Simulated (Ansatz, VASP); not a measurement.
Two plane-wave programs on Ni

```
CELL_PARAMETERS angstrom
4.07162 0.00000 0.00000
-2.03581 3.52612 0.00000
0.00000 0.00000 2.46842
ATOMIC_POSITIONS crystal
Ni 0.00000 0.00000 0.00000
Ni 0.33333 0.66667 0.50000
Ni 0.66667 0.33333 0.50000
```

Alike in both runs: task single point; functional revPBE; k mesh 10 × 10 × 14; occupations fermi-dirac, width 0.05 eV; collinear spin.

|  | VASP | Ansatz |
| --- | --- | --- |
| version | VASP 6.6.1 | Ansatz 0.2.0 |
| potentials or method | VASP PAW PBE potentials, release 64 (Ni), cutoff 520 eV | plane waves (420 eV) with PAW, scalar-relativistic |
| valence electrons in the cell | 30 | 54 |

|  | VASP | Ansatz | Ansatz less VASP |
| --- | --- | --- | --- |
| pressure (GPa) | -6.1 | -6.3 | -0.19 |
| traceless stress, the component that is largest in VASP (GPa) | 0.12 | 0.27 | +0.146 |
| net moment per atom (μB) | 0.63 | 0.65 | +0.017 |
| size of the moment on the site where the two differ most (μB) | 0.61 | 0.66 | +0.047 |

VASP's potentials were made for PBE, not for revPBE. Site moments also hang on the region over which each program counts them. VASP's potentials hold 30 valence electrons a cell and Ansatz's 54, so a difference there can come from the potentials and not from the codes.
